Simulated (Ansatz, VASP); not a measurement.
One calculation of BaZrO3, two programs

```
Ba Zr O
1.0
    -2.11114    2.45151    4.06981
     2.11114   -2.45151    4.06981
     2.11114    2.45151   -4.06981
Ba Zr O
1 1 3
Direct
  0.00000 0.50000 0.50000
  0.50000 0.00000 0.50000
  0.16693 0.16693 0.00000
  0.83307 0.83307 0.00000
  0.50000 0.50000 0.00000
```

Alike in both runs: functional PBE; k mesh 6 × 6 × 6; occupations gaussian, width 0.1 eV; no spin polarisation.

Ansatz relaxed the structure, and its values are those at the end. VASP's run is a single point on that final structure, the one shown.

|  | VASP | Ansatz |
| --- | --- | --- |
| version | VASP 6.6.1 | Ansatz 0.2.0 |
| potentials or method | VASP PAW PBE potentials, release 64 (Ba_sv, Zr_sv, O), cutoff 520 eV | scalar-relativistic, plane waves, PAW |
| valence electrons in the cell | 40 | 40 |

Ansatz gave:

```
gap on the k mesh at the Fermi level (eV) : none
pressure (GPa)                            : 0.1
rms of the force components (eV/Å)        : 0.009
```

Which values does VASP return?

gap on the k mesh at the Fermi level (eV): none; pressure (GPa): 2.5; rms of the force components (eV/Å): 0.076.

A gap of «none» marks a metal or a gap that the smearing closes. The functional is the same, so the differences come from potentials, cutoffs and numerics.

Spin-orbit coupling is off throughout.
